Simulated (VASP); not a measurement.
Input of a VASP 6.6.1 run:

INCAR

```
SYSTEM = Re
PREC = Accurate ; ENCUT = 600
EDIFF = 1E-6 ; ISMEAR = -1
SIGMA = 0.05 ; LREAL = .False.
LASPH = .True. ; NELM = 100
ALGO = Normal ; ISIF = 3
LWAVE = .False. ; LCHARG = .False.
GGA = PE ; IBRION = 2
NSW = 60 ; EDIFFG = -0.01
```

KPOINTS

```
regular mesh
0
Gamma
  11 11 6
  0 0 0
```

POSCAR

```
Re
1.0
    2.7608000000      0.0000000000      0.0000000000
   -1.3804000000      2.3909229348      0.0000000000
    0.0000000000      0.0000000000      4.4582000000
Re
2
Direct
    0.6666666667      0.3333333333      0.7500000000
    0.3333333333      0.6666666667      0.2500000000
```

Potentials or basis: VASP PAW PBE potentials, release 64 (Re).

Run with:

```console
$ cat potpaw_PBE.64/Re/POTCAR > POTCAR
$ mpirun -np 1 vasp_std > vasp.out
```

Problem. What does it give for the space group after relaxing (to 0.1 Å)?

Solution. P6_3/mmc (No. 194).

Problem. Predict the relaxed cell.

Solution. a = 2.774 Å, b = 2.774 Å, c = 4.481 Å, α = 90.00°, β = 90.00°, γ = 120.00°.

Final structure:
```
Re
1.0
     2.77426    0.00000    0.00000
    -1.38713    2.40258    0.00000
     0.00000    0.00000    4.48066
Re
2
Direct
  0.66667 0.33333 0.75000
  0.33333 0.66667 0.25000
```

 Zero-point motion and thermal expansion aren't in these numbers.
